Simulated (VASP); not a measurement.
# V in VASP: further runs, part 2 of 2

VASP 6.6.1.

## 3. Single point, PBEsol

This run uses another cell than the first one: it holds 4 atoms, not 2.

Contents of INCAR:

```
ALGO = Normal ; EDIFF = 1E-6
ENCUT = 520 ; GGA = PS
ISIF = 2 ; ISMEAR = 0
LASPH = True ; LCHARG = False
LREAL = False ; LWAVE = False
NBANDS = 34 ; NELM = 100
PREC = Accurate ; SIGMA = 0.1
```

Contents of KPOINTS:

```
k-points
0
Gamma
  6 6 4
```

Contents of POSCAR:

```
V
1.0
    2.1386703951     -4.4052923468      0.0000000000
    2.1386703951      4.4052923468      0.0000000000
    0.0000000000      0.0000000000      2.8404992480
V
4
Direct
    0.1356256039      0.8643743961     -0.0000742288
    0.6356256039      0.3643743961      0.5000742288
    0.8643743961      0.1356256039      1.0000742288
    0.3643743961      0.6356256039      0.4999257712
```

Potentials or basis: VASP PAW PBE potentials, release 64 (V_sv).

Command:

```sh
cat potpaw_PBE.64/V_sv/POTCAR > POTCAR
mpirun -np 1 vasp_std > vasp.out
```

OUTCAR:

```text
EDIFF = 1E-6
   ENCUT = 520
   GGA = PS
   ISIF = 2
   ISMEAR = 0
   LASPH = True
   LREAL = False
   NELM = 100
   PREC = Accurate

 ion  position               nearest neighbor table
   1  0.136  0.864  1.000-   3 2.39   4 2.47   4 2.47   2 2.57   2 2.57   2 2.57   2 2.57
   2  0.636  0.364  0.500-   4 2.39   3 2.47   3 2.47   1 2.57   1 2.57   1 2.57   1 2.57
   3  0.864  0.136  0.000-   1 2.39   2 2.47   2 2.47   4 2.57   4 2.57   4 2.57   4 2.57
   4  0.364  0.636  0.500-   2 2.39   1 2.47   1 2.47   3 2.57   3 2.57   3 2.57   3 2.57

  LATTYP: Found a base centered orthorhombic cell.
 ALAT       =     4.2773407902
 B/A-ratio  =     2.0598276185
 C/A-ratio  =     0.6640806490

  Lattice vectors:

 A1 = (   2.1386703951,  -4.4052923468,   0.0000000000)
 A2 = (   2.1386703951,   4.4052923468,   0.0000000000)
 A3 = (   0.0000000000,   0.0000000000,   2.8404992480)

Analysis of symmetry for initial positions (statically):
=====================================================================
 Subroutine PRICEL returns:
[... 171 lines left out ...]
  ext. energy  EPLUGINS =         0.00000000
  ---------------------------------------------------
  free energy    TOTEN  =       -37.49749621 eV

  energy without entropy =      -37.47444836  energy(sigma->0) =      -37.48597228

 E-fermi :  10.0470     XC(G=0): -13.0419

 val. band max:       10.0314948934   @ k =   0.1667   0.0000   0.2500
 cond. band min:      10.0518251383   @ k =   0.5000   0.5000   0.0000
 fundamental gap:      0.0203302449
 Fermi energy:        10.0469725634

 k-point     1 :       0.0000    0.0000    0.0000
  band No.  band energies     occupation
      1     -53.8153      2.00000
      2     -53.5378      2.00000
      3     -53.4977      2.00000
      4     -53.4710      2.00000
      5     -28.3816      2.00000
      6     -28.0195      2.00000
[... 877 lines left out ...]
     33      12.1339      0.00000
     34      12.2598      0.00000

 [... further k-points ...]
[... 5 lines left out ...]
  --------------------------------------------------------------------------------------
  -------------------------------------------------------------------------------------
  Total       -0.0171243      0.0735452      0.0058228      0.0000000      0.0000000      0.0000000
  in kB       -0.5126013      2.2015145      0.1743004      0.0000000      0.0000000      0.0000000
  external PRESSURE =       0.6210712 kB  Pullay stress =       0.0000000 kB

 VOLUME and BASIS-vectors are now :
 -----------------------------------------------------------------------------
  energy-cutoff  :      520.00
  volume of cell :       53.52
      direct lattice vectors                 reciprocal lattice vectors
     2.138670395 -4.405292347  0.000000000     0.233790116 -0.113499845  0.000000000
     2.138670395  4.405292347  0.000000000     0.233790116  0.113499845  0.000000000
     0.000000000  0.000000000  2.840499248     0.000000000  0.000000000  0.352050789

 POSITION                                       TOTAL-FORCE (eV/Angst)
 -----------------------------------------------------------------------------------
      2.13867      3.21035      2.84029         0.000000      0.002799      0.002401
      2.13867     -1.19494      1.42046         0.000000      0.002799     -0.002401
      2.13867     -3.21035      0.00021         0.000000     -0.002799     -0.002401
      2.13867      1.19494      1.42004         0.000000     -0.002799      0.002401
 -----------------------------------------------------------------------------------
    total drift:                                0.000000     -0.000000      0.000000

  FREE ENERGIE OF THE ION-ELECTRON SYSTEM (eV)
  ---------------------------------------------------
  free  energy   TOTEN  =       -37.4974962068 eV

  energy  without entropy=      -37.4744483580  energy(sigma->0) =      -37.48597228
```

OSZICAR:

```text
N       E                     dE             d eps       ncg     rms          rms(c)
DAV:   1     0.799357431350E+03    0.79936E+03   -0.31338E+04  2652   0.181E+03
DAV:   2    -0.622386242772E+01   -0.80558E+03   -0.79204E+03  2654   0.617E+02
DAV:   3    -0.423327322728E+02   -0.36109E+02   -0.34973E+02  3498   0.150E+02
DAV:   4    -0.430485467491E+02   -0.71581E+00   -0.71259E+00  3104   0.210E+01
DAV:   5    -0.430627727707E+02   -0.14226E-01   -0.14206E-01  3312   0.281E+00    0.400E+01
DAV:   6    -0.376216156126E+02    0.54412E+01   -0.24342E+01  2786   0.399E+01    0.533E+00
DAV:   7    -0.375313178930E+02    0.90298E-01   -0.63208E-01  3208   0.589E+00    0.193E+00
DAV:   8    -0.374986324896E+02    0.32685E-01   -0.55620E-02  3040   0.246E+00    0.734E-01
DAV:   9    -0.374975369709E+02    0.10955E-02   -0.97684E-03  3134   0.660E-01    0.958E-02
DAV:  10    -0.374975062924E+02    0.30679E-04   -0.34647E-04  3236   0.170E-01    0.350E-02
DAV:  11    -0.374974964912E+02    0.98012E-05   -0.74052E-05  3156   0.785E-02    0.104E-02
DAV:  12    -0.374974962068E+02    0.28438E-06   -0.53053E-06  2754   0.263E-02
   1 F= -.37497496E+02 E0= -.37485972E+02  d E =-.230478E-01
```

stdout:

```text
POSCAR found type information on POSCAR V
 POSCAR found :  1 types and       4 ions
 scaLAPACK will be used
 -----------------------------------------------------------------------------
|                                                                             |
|                                                                             |
|     You enforced a specific xc type in the INCAR file but a different       |
|     I HOPE YOU KNOW WHAT YOU ARE DOING!                                     |
|                                                                             |
 -----------------------------------------------------------------------------

 LDA part: xc-table for (Slater+PW92), standard interpolation
 POSCAR, INCAR and KPOINTS ok, starting setup
 FFT: planning ... GRIDC
 FFT: planning ... GRID_SOFT
 FFT: planning ... GRID
 WAVECAR not read
 entering main loop
```

Wall time 50 s (1 thread of Intel Xeon Platinum 8259CL at 2.50GHz (Skylake/Cascade Lake), shared host); peak memory 0.2 GiB.

Results:

- Free energy: -37.4975 eV
- Pressure: 0.1 GPa
- Largest force: 0.004 eV/Å
- Band gap on the k mesh: zero (band 26 reaches 10.26 eV, above the bottom of band 27 at 9.33 eV)

Forces in eV/Å, atoms in the order of the input:
```
V    0.000  0.003  0.002
V    0.000  0.003 -0.002
V    0.000 -0.003 -0.002
V    0.000 -0.003  0.002
```

Caveat: the k points lie up to 0.55 Å⁻¹ apart; the PAW data sets were made with another functional, which shifts forces and pressure a little.

## 4. Single point, PBEsol

This run uses another cell than the first one, of 13.36 Å³/atom, 0.998 times its volume.

Contents of INCAR:

```
ALGO = Normal ; EDIFF = 1E-6
ENCUT = 520 ; GGA = PS
ISIF = 2 ; ISMEAR = 0
LASPH = T ; LCHARG = F
LREAL = F ; LWAVE = F
NBANDS = 20 ; NELM = 100
PREC = Accurate ; SIGMA = 0.1
```

Contents of KPOINTS:

```
k-points
0
Gamma
  8 8 8
```

Contents of POSCAR:

```
V
1.0
    0.0000000000      2.1202057757      4.4401381154
    1.4186544593      0.0000000000      4.4401381154
    1.4186544593      2.1202057757      0.0000000000
V
2
Direct
    0.1351362230      0.1351362230      0.8648637770
    0.8648637770      0.8648637770      0.1351362230
```

Command:

```sh
cat potpaw_PBE.64/V_sv/POTCAR > POTCAR
mpirun -np 1 vasp_std > vasp.out
```

It took 58 s on 1 thread of Intel Xeon Platinum 8259CL at 2.50GHz (Skylake/Cascade Lake), shared host; peak memory 0.19 GiB.

Results (log left out):

- Free energy: -18.7420 eV
- Pressure: 0.2 GPa
- Band gap on the k mesh: zero (band 13 reaches 10.37 eV, above the bottom of band 14 at 9.31 eV)

Stress tensor (GPa, compression positive):
```
0.25 0.00 0.00
0.00 0.18 0.00
0.00 0.00 0.32
```

Levels at points of the mesh, in eV from the Fermi level:
| k point | band 10 | band 11 | band 12 | band 13 | band 14 | band 15 | band 16 | band 17 |
| --- | --- | --- | --- | --- | --- | --- | --- | --- |
| (0.00, 0.00, 0.00) | -3.10 | -1.29 | -0.77 | -0.28 | 0.75 | 1.35 | 1.39 | 1.79 |
| (0.50, 0.00, 0.00) | -3.27 | -1.94 | -1.68 | 0.12 | 0.92 | 1.44 | 2.56 | 3.08 |
| (0.50, 0.50, 0.00) | -4.92 | -2.13 | -1.12 | 0.13 | 0.37 | 0.49 | 1.60 | 1.81 |
| (0.50, 0.00, 0.50) | -3.56 | -2.68 | -0.02 | 0.18 | 1.28 | 1.30 | 2.07 | 3.72 |
| (0.00, 0.50, 0.50) | -2.43 | -2.34 | -1.94 | -1.04 | 0.37 | 2.60 | 3.23 | 3.62 |

Caveat: the PAW data sets were made with another functional, which shifts forces and pressure a little.

## 5. Relaxation of cell and atoms, PBEsol

Contents of INCAR:

```
SYSTEM = V
ALGO = Normal
EDIFF = 1E-6
EDIFFG = -0.04
ENCUT = 600
GGA = PS
IBRION = 2
ISIF = 3
ISMEAR = 0
LASPH = .True.
LCHARG = .False.
LREAL = .False.
LWAVE = .False.
NELM = 100
NSW = 90
PREC = Accurate
SIGMA = 0.1
```

Contents of KPOINTS:

```
k-points
0
Gamma
  8 8 8
  0 0 0
```

Contents of POSCAR:

```
V
1.0
    0.0000000000      2.1386703951      4.4052923468
    1.4202496240      0.0000000000      4.4052923468
    1.4202496240      2.1386703951      0.0000000000
V
2
Direct
    0.1356256039      0.1356256039      0.8643743961
    0.8643743961      0.8643743961      0.1356256039
```

Command:

```sh
cat potpaw_PBE.64/V_sv/POTCAR > POTCAR
mpirun -np 1 vasp_std > vasp.out
```

It took 4.5 min on 1 thread of Intel Xeon Platinum 8259CL at 2.50GHz (Skylake/Cascade Lake), shared host; peak memory 0.21 GiB.

It converged, with:

```
Free energy                            : -18.7421 eV
Relaxed volume                         : 13.36 Å³/atom
Relaxed cell                           : a = 4.923 Å, b = 4.666 Å, c = 2.549 Å, α = 80.25°, β = 69.08°, γ = 30.68°
Space group after relaxing (to 0.05 Å) : Fmmm (No. 69)
Energy gained by relaxing              : 0.7 meV/atom
Ionic steps                            : 6
Pressure after relaxing                : 0.2 GPa
Largest force after relaxing           : 0.018 eV/Å
Band gap on the k mesh                 : zero (band 13 reaches 10.36 eV, above the bottom of band 14 at 9.31 eV)
```

Forces on the atoms (eV/Å):
```
V    0.000  0.000 -0.018
V    0.000  0.000  0.018
```

Stress tensor (GPa, compression positive):
```
0.16 0.00 0.00
0.00 0.30 0.00
0.00 0.00 0.11
```

The path:
```tsv
step	energy change (eV)	largest force (eV/Å)	pressure (GPa)	volume (Å³)
1	0.0000	0.0267	0.11	26.76
2	-0.0007	0.0131	-0.30	26.80
3	-0.0010	0.0022	-0.54	26.83
4	-0.0009	0.0193	-0.94	26.88
5	-0.0011	0.0046	-0.59	26.84
6	-0.0013	0.0177	0.19	26.71
```

Final structure:
```
V
1.0
     0.00000    2.11687    4.44506
     1.41940    0.00000    4.44506
     1.41940    2.11687    0.00000
V
2
Cartesian
  1.4194 2.1169 1.2022
  1.4194 2.1169 7.6879
```

Levels at points of the mesh, in eV from the Fermi level:
| k point | band 11 | band 12 | band 13 | band 14 | band 15 | band 16 |
| --- | --- | --- | --- | --- | --- | --- |
| (0.00, 0.00, 0.00) | -1.28 | -0.78 | -0.29 | 0.74 | 1.36 | 1.41 |
| (0.50, 0.00, 0.00) | -1.93 | -1.68 | 0.12 | 0.91 | 1.45 | 2.56 |
| (0.50, 0.50, 0.00) | -2.14 | -1.13 | 0.12 | 0.38 | 0.49 | 1.63 |
| (0.50, 0.00, 0.50) | -2.69 | 0.00 | 0.17 | 1.28 | 1.34 | 2.06 |
| (0.00, 0.50, 0.50) | -2.34 | -1.93 | -1.04 | 0.38 | 2.60 | 3.22 |

Caveat: the PAW data sets were made with another functional, which shifts forces and pressure a little.

## 6. The runs side by side

```tsv
task	cell	k mesh	cutoff (eV)	gap on the mesh (eV)	pressure (GPa)	largest force (eV/Å)
single point	a = 4.893, b = 4.618, c = 2.575 Å, angles 80.3, 68.5, 31.2°, 2 atoms	24 × 24 × 24	520	none	0.3	0.01
single point	a = 4.897, b = 4.897, c = 2.840 Å, angles 90.0, 90.0, 128.2°, 4 atoms	6 × 6 × 4	520	none	0.1	-
single point	a = 4.920, b = 4.661, c = 2.551 Å, angles 80.3, 69.0, 30.7°, 2 atoms	8 × 8 × 8	520	none	0.2	-
relaxation of cell and atoms	relaxed from a = 4.897, b = 4.629, c = 2.567 Å, angles 80.2, 68.7, 31.1°, 2 atoms	8 × 8 × 8	600	none	0.2	0.02
```

Alike in all rows: level PBEsol; potentials or basis VASP PAW PBE potentials, release 64 (V_sv); no spin polarisation; smearing gaussian 0.1 eV.

Caveats: some runs use coarse meshes; the PAW data sets were made with another functional, which shifts forces and pressure a little.

Absolute energies hang on the potentials; compare differences alone.
